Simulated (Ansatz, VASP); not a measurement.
# One calculation of N, two programs

Contents of INCAR:

```
  ALGO = Normal
  EDIFF = 1E-6
  ENCUT = 520
  GGA = PS
  ISIF = 2
  ISMEAR = -1
  LASPH = True
  LCHARG = False
  LREAL = False
  LWAVE = False
  NBANDS = 18
  NELM = 60
  PREC = Accurate
  SIGMA = 0.02
```

KPOINTS

```
k-points
0
Gamma
  4 4 4
```

File POSCAR:

```
N
1.0
    5.6490000000      0.0000000000      0.0000000000
    0.0000000000      5.6490000000      0.0000000000
    0.0000000000      0.0000000000      5.7054900000
N
4
Direct
    0.0300000000      0.0300000000      0.0300000000
    0.4700000000      0.9700000000      0.5300000000
    0.5300000000      0.4700000000      0.9700000000
    0.9700000000      0.5300000000      0.4700000000
```

Input for Ansatz:

```yaml
crystal:
  lattice:
    - [5.649, 0.0, 0.0]
    - [0.0, 5.649, 0.0]
    - [0.0, 0.0, 5.70549]
  atoms:
    - { symbol: "N", position: [0.03, 0.03, 0.03] }
    - { symbol: "N", position: [0.47, 0.97, 0.53] }
    - { symbol: "N", position: [0.53, 0.47, 0.97] }
    - { symbol: "N", position: [0.97, 0.53, 0.47] }
kpoints:
  mp_grid: { grid: [4, 4, 4] }
  band_path:
    path:
      - [0.0, 0.0, 0.0]
      - [0.5, 0.0, 0.0]
      - [0.5, 0.5, 0.0]
      - [0.0, 0.5, 0.0]
      - [0.0, 0.0, 0.0]
      - [0.0, 0.0, 0.5]
      - [0.5, 0.0, 0.5]
      - [0.5, 0.5, 0.5]
      - [0.0, 0.5, 0.5]
    npoints: 5
scf:
  occupations: { method: fermi_dirac, width: 0.02 }
hamiltonian:
  xc: pbesol
  pseudopotentials: { kind: all_electron, lapw: { basis_error: 0.001 } }
output:
  forces: true
  stress: true
  eigenvalues: true
```

Change from the starting cell: zz strain of +1 %.

Alike in both runs: task single point; functional PBEsol; k mesh 4 × 4 × 4; occupations fermi-dirac, width 0.02 eV; no spin polarisation.

|  | VASP | Ansatz |
| --- | --- | --- |
| version | VASP 6.6.1 | Ansatz 0.2.0 |
| potentials or method | VASP PAW PBE potentials, release 64 (N), cutoff 520 eV | all-electron LAPW, scalar-relativistic |

|  | VASP | Ansatz | Ansatz less VASP |
| --- | --- | --- | --- |
| pressure (GPa) | -4.0 | -4.0 | +0.04 |
| traceless stress, the component that is largest in VASP (GPa) | 0.06 | 0.06 | -0.001 |
| rms of the force components (eV/Å) | 0.223 | 0.223 | +0.0006 |

VASP's potentials were made for PBE, not for PBEsol. Atom by atom the forces differ by 0.001 eV/Å (rms over components). Ansatz ran all-electron here, and VASP with PAW potentials.
